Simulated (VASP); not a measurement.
# Mg (P6_3/mmc) in VASP: further runs

The runs below take Mg through vibrations by perturbation theory, with PBEsol.

Program: VASP 6.6.1. These are calculated values, not measurements. Logs are shortened: lines on timing, memory, paths and dates and some standing lists are left out, and cuts for length are marked.

## Step 1: The cell of the first run

Symmetry: P6_3/mmc, No. 194, hexagonal system. The conventional cell has a = 3.191 Å, b = 3.191 Å, c = 5.108 Å, α = 90.00°, β = 90.00°, γ = 120.00°. Within 4.1 Å of Mg (site symmetry -6m2) lie 12 Mg at 3.15 to 3.19 Å.

## Step 2: Vibrations by perturbation theory, PBEsol

Contents of INCAR:

```
PREC     = Accurate       # precision mode
ENCUT    = 520            # plane-wave cutoff, eV
EDIFF    = 1E-8           # SCF threshold, eV
ISMEAR   = -1             # smearing method
SIGMA    = 0.1            # smearing width, eV
LREAL    = F              # projectors in reciprocal space
LASPH    = T              # aspherical terms in the spheres
NELM     = 100            # most SCF steps
ALGO     = Normal         # electronic algorithm
ISIF     = 2              # what is computed and relaxed
LWAVE    = F              # write WAVECAR
LCHARG   = T              # write CHGCAR
GGA      = PS             # functional
IBRION   = 8              # ionic algorithm
NSW      = 1              # ionic steps
```

Contents of KPOINTS:

```
Automatic mesh
0
Gamma
  12 12 8
```

Contents of POSCAR:

```
Mg
1.0
    3.1906673457      0.0000000000      0.0000000000
   -1.5953336729      2.7631989764      0.0000000000
    0.0000000000      0.0000000000      5.1075428866
Mg
2
Direct
    0.3333333333      0.6666666667      0.2500000000
    0.6666666667      0.3333333333      0.7500000000
```

Potentials or basis: VASP PAW PBE potentials, release 64 (Mg).

On the command line:

```sh
$ cat potpaw_PBE.64/Mg/POTCAR > POTCAR
$ mpirun -np 1 vasp_std > vasp.out
```

OUTCAR:

```text
PREC = Accurate
   ENCUT = 520
   EDIFF = 1E-8
   ISMEAR = -1
   LREAL = F
   LASPH = T
   NELM = 100
   ISIF = 2
   GGA = PS
   IBRION = 8
   NSW = 1

 ion  position               nearest neighbor table
   1  0.333  0.667  0.250-   2 3.15   2 3.15   2 3.15   2 3.15   2 3.15   2 3.15
   2  0.667  0.333  0.750-   1 3.15   1 3.15   1 3.15   1 3.15   1 3.15   1 3.15

  LATTYP: Found a hexagonal cell.
 ALAT       =     3.1906673457
 C/A-ratio  =     1.6007757416

  Lattice vectors:

 A1 = (   3.1906673457,   0.0000000000,   0.0000000000)
 A2 = (  -1.5953336729,   2.7631989764,   0.0000000000)
 A3 = (   0.0000000000,   0.0000000000,   5.1075428866)

Analysis of symmetry for initial positions (statically):
=====================================================================
 Subroutine PRICEL returns:
 Original cell was already a primitive cell.

 Routine SETGRP: Setting up the symmetry group for a
 hexagonal supercell.

 Subroutine GETGRP returns: Found 24 space group operations
 (whereof 12 operations were pure point group operations)
 out of a pool of 24 trial point group operations.

The static configuration has the point symmetry D_3d.
 The point group associated with its full space group is D_6h.

Analysis of symmetry for dynamics (positions and initial velocities):
=====================================================================
 Subroutine PRICEL returns:
 Original cell was already a primitive cell.

 Routine SETGRP: Setting up the symmetry group for a
 hexagonal supercell.

 Subroutine GETGRP returns: Found 24 space group operations
 (whereof 12 operations were pure point group operations)
 out of a pool of 24 trial point group operations.

The dynamic configuration has the point symmetry D_3d.
 The point group associated with its full space group is D_6h.

 Subroutine INISYM returns: Found 24 space group operations
 (whereof 12 operations are pure point group operations),
 and found     1 'primitive' translations

----------------------------------------------------------------------------------------

                                     Primitive cell

  volume of cell :      45.0304

  direct lattice vectors                    reciprocal lattice vectors
     3.190667346  0.000000000  0.000000000     0.313414058  0.180949691  0.000000000
    -1.595333673  2.763198976  0.000000000     0.000000000  0.361899381  0.000000000
     0.000000000  0.000000000  5.107542887     0.000000000  0.000000000  0.195788860

  length of vectors
     3.190667346  3.190667346  5.107542887     0.361899381  0.361899381  0.195788860

  position of ions in fractional coordinates (direct lattice)
     0.333333333  0.666666667  0.250000000
     0.666666667  0.333333333  0.750000000

  ion indices of the primitive-cell ions
   primitive index   ion index
                 1           1
                 2           2

----------------------------------------------------------------------------------------

 KPOINTS: Automatic mesh

Automatic generation of k-mesh.
 Grid dimensions read from file:
 generate k-points for:   12   12    8

 Generating k-lattice:

  Cartesian coordinates                     Fractional coordinates (reciprocal lattice)
     0.026117838  0.015079141  0.000000000     0.083333333 -0.000000000  0.000000000
     0.000000000  0.030158282  0.000000000     0.000000000  0.083333333  0.000000000
     0.000000000  0.000000000  0.024473608     0.000000000  0.000000000  0.125000000

  Length of vectors
     0.030158282  0.030158282  0.024473608

  Shift w.r.t. Gamma in fractional coordinates (k-lattice)
     0.000000000  0.000000000  0.000000000

 Subroutine IBZKPT returns following result:
 ===========================================

 Found     95 irreducible k-points:

 Following reciprocal coordinates:
            Coordinates               Weight
  0.000000  0.000000  0.000000      1.000000
  0.083333 -0.000000  0.000000      6.000000
  0.166667 -0.000000  0.000000      6.000000
  0.250000  0.000000  0.000000      6.000000
  0.333333  0.000000  0.000000      6.000000
  0.416667 -0.000000  0.000000      6.000000
[... 41 lines left out ...]
   IBRION =      8    ionic relax: 0-MD 1-quasi-New 2-CG
   NFREE  =      0    steps in history (QN), initial steepest desc. (CG)
   ISIF   =      2    stress and relaxation
   ISYM   =      2    0-nonsym 1-usesym 2-fastsym
   POTIM  = 0.5000    time-step for ionic-motion
   TEBEG  =    0.0;   TEEND  =   0.0 temperature during run
   PSTRESS=    0.0 pullay stress
   NELECT =       4.0000    total number of electrons
   NUPDOWN=      -1.0000    fix difference up-down
   EMIN   =  10.00;   EMAX   =-10.00  energy-range for DOS
   EFERMI =   0.00;   METHOD = LEGACY
   ISMEAR =    -1;   SIGMA  =   0.10  broadening in eV -4-tet -1-fermi 0-gaus
   EFERMI_NEDOS =   21; number of points for ismear=-14 and -15
   IALGO  =     38    algorithm
   IMIX   =      4    mixing-type and parameters
     AMIX     =   0.40;   BMIX     =  1.00
     AMIX_MAG =   1.60;   BMIX_MAG =  1.00
  volume/ion in A,a.u.               =      22.52       151.94
  Fermi-wavevector in a.u.,A,eV,Ry     =   0.730454  1.380358  7.259568  0.533563
  Thomas-Fermi vector in A             =   1.822428
   LORBIT       =      0    0 simple, 1 ext, 2 COOP (PROOUT), +10 PAW based schemes
   GGA     = PS    functional components
   LHFCALC =     F    Hartree Fock is set to
   AEXX    =    0.0000 exact exchange contribution
   IVDW    =     0    specifies the selected vdW correction
   LEPSILON=     F    determine dielectric tensor
   LRPA    =     F    only Hartree local field effects (RPA)
 non-spin polarized calculation
  energy-cutoff  :      520.00
  volume of cell :       45.03
 maximum number of plane-waves:      1236
 NGX is ok and might be reduce to    24
   NGX = 11   NGY = 11   NGZ = 19

--------------------------------------- Ionic step        1  -------------------------------------------

 number of electron       4.0000000 magnetization

 Free energy of the ion-electron system (eV)
  ---------------------------------------------------
  ext. energy  EPLUGINS =         0.00000000
  ---------------------------------------------------
  free energy    TOTEN  =        -3.45980808 eV

  energy without entropy =       -3.43290743  energy(sigma->0) =       -3.44635776

 E-fermi :   2.6554     XC(G=0):  -8.5946

 val. band max:        2.6546863489   @ k =   0.3333   0.3333   0.3750
 cond. band min:       2.6767636914   @ k =   0.2500   0.0833   0.0000
 fundamental gap:      0.0220773425
 Fermi energy:         2.6554077714

 k-point     1 :       0.0000    0.0000    0.0000
  band No.  band energies     occupation
      1      -4.3197      2.00000
      2       1.0511      2.00000
      3       1.5885      1.99995
      4      13.5816      0.00000
      5      13.5817      0.00000
      6      13.7046      0.00000
[... 199 lines left out ...]
 k-point    24 :       0.3333    0.0000    0.1250
  band No.  band energies     occupation
      1      -2.0607      2.00000
      2       2.0348      1.99598
      3       4.0439      0.00000
      4       5.1496      0.00000
      5       8.1318      0.00000
      6      10.0550      0.00000

 [... further k-points ...]

------------------------ aborting loop because EDIFF is reached ----------------------------------------

  FORCE on cell =-STRESS in cart. coord.  units (eV):
  Direction    XX          YY          ZZ          XY          YZ          ZX
  --------------------------------------------------------------------------------------
  -------------------------------------------------------------------------------------
  Total       -0.0100023     -0.0100023     -0.0139621      0.0000000      0.0000000      0.0000000
  in kB       -0.3558818     -0.3558818     -0.4967691      0.0000000      0.0000000      0.0000000
  external PRESSURE =      -0.4028442 kB  Pullay stress =       0.0000000 kB

 VOLUME and BASIS-vectors are now :
 -----------------------------------------------------------------------------
  energy-cutoff  :      520.00
  volume of cell :       45.03
      direct lattice vectors                 reciprocal lattice vectors
     3.190667346  0.000000000  0.000000000     0.313414058  0.180949691  0.000000000
    -1.595333673  2.763198976  0.000000000     0.000000000  0.361899381  0.000000000
     0.000000000  0.000000000  5.107542887     0.000000000  0.000000000  0.195788860

 POSITION                                       TOTAL-FORCE (eV/Angst)
 -----------------------------------------------------------------------------------
     -0.00000      1.84213      1.27689        -0.000000      0.000000      0.000000
      1.59533      0.92107      3.83066         0.000000     -0.000000      0.000000
 -----------------------------------------------------------------------------------
    total drift:                                0.000000     -0.000000      0.000000

  FREE ENERGIE OF THE ION-ELECTRON SYSTEM (eV)
  ---------------------------------------------------
  free  energy   TOTEN  =        -3.4598080829 eV

  energy  without entropy=       -3.4329074278  energy(sigma->0) =       -3.44635776

[... ionic steps 2 to 3 ...]

--------------------------------------- Ionic step        4  -------------------------------------------

------------------------ aborting loop because EDIFF is reached ----------------------------------------

[... ionic steps 5 to 5 ...]

--------------------------------------- Ionic step        6  -------------------------------------------

 Free energy of the ion-electron system (eV)
  ---------------------------------------------------
  ---------------------------------------------------
  free energy    TOTEN  =        -0.00394386 eV

  energy without entropy =       -0.00394386

------------------------ aborting loop because EDIFF is reached ----------------------------------------

 INTERNAL STRAIN TENSOR  FOR ION    1  DIRECTION 3   (eV/Angst):
 -----------------------------------------------------------------------------
     0.00278 -0.00000 -0.00000
    -0.00000  0.00278  0.00000
     0.00000  0.00000 -0.00681

 INTERNAL STRAIN TENSOR FOR ION    2 for displacements in x,y,z  (eV/Angst):
          X           Y           Z          XY          YZ          ZX
  --------------------------------------------------------------------------------
  x    -0.00000     0.00000     0.00000     0.94653     0.00000     0.00000
  y     0.94653    -0.94653    -0.00000     0.00000     0.00000     0.00000
  z     0.00000     0.00000     0.00000     0.00000     0.00000    -0.00000

 SECOND DERIVATIVES (NOT SYMMETRIZED)
 ------------------------------------
               1X          1Y          1Z          2X          2Y          2Z
  1X    -0.770105    0.000000    0.000000    0.770105   -0.000000    0.000000
  1Y     0.000000   -0.770105    0.000000   -0.000000    0.770105    0.000000
  1Z     0.000000   -0.000000   -3.013989    0.000000    0.000000    3.013989
  2X     0.770105   -0.000000    0.000000   -0.770105    0.000000    0.000000
  2Y    -0.000000    0.770105    0.000000    0.000000   -0.770105    0.000000
  2Z     0.000000    0.000000    3.013989    0.000000   -0.000000   -3.013989

 Eigenvectors and eigenvalues of the dynamical matrix
 ----------------------------------------------------

   1 f  =    7.785540 THz    48.917988 2PiTHz  259.697645 cm-1    32.198390 meV
             X         Y         Z           dx          dy          dz
     -0.000000  1.842133  1.276886     0.000000   -0.000000   -0.707107
      1.595334  0.921066  3.830657     0.000000    0.000000    0.707107
[... 16 lines left out ...]
   5 f  =    0.000000 THz     0.000000 2PiTHz    0.000001 cm-1     0.000000 meV
             X         Y         Z           dx          dy          dz
     -0.000000  1.842133  1.276886     0.000000   -0.000000   -0.707107
      1.595334  0.921066  3.830657     0.000000    0.000000   -0.707107

   6 f/i=    0.000000 THz     0.000000 2PiTHz    0.000001 cm-1     0.000000 meV
             X         Y         Z           dx          dy          dz
     -0.000000  1.842133  1.276886     0.141564   -0.692791    0.000000
      1.595334  0.921066  3.830657     0.141564   -0.692791    0.000000

--------------------------------------------------------------------------------------------------------

 ELASTIC MODULI CONTR FROM IONIC RELAXATION (kBar)
 Direction    XX          YY          ZZ          XY          YZ          ZX
 --------------------------------------------------------------------------------
 XX         -41.3924     41.3924      0.0000      0.0000      0.0000     -0.0000
 YY          41.3924    -41.3924     -0.0000      0.0000      0.0000      0.0000
 ZZ           0.0000     -0.0000     -0.0000      0.0000      0.0000      0.0000
 XY           0.0000      0.0000      0.0000    -41.3924      0.0000     -0.0000
 YZ           0.0000      0.0000      0.0000      0.0000      0.0000      0.0000
 ZX          -0.0000      0.0000      0.0000     -0.0000      0.0000     -0.0000
 --------------------------------------------------------------------------------
```

It took 49 s on 1 thread of Intel Xeon 6975P-C (Granite Rapids), shared host; peak memory 0.35 GiB.

Results:

```yaml
Highest_phonon_frequency_at_Γ: 260 cm⁻¹
```

Phonon frequencies in cm⁻¹ (negative: imaginary):
| q point | frequencies |
| --- | --- |
| (0.000, 0.000, 0.000) | 0 0 0 131 131 260 |

Caveat: the PAW data sets were made with another functional, which shifts forces and pressure a little.

(Part 1 of 2 ends here.)
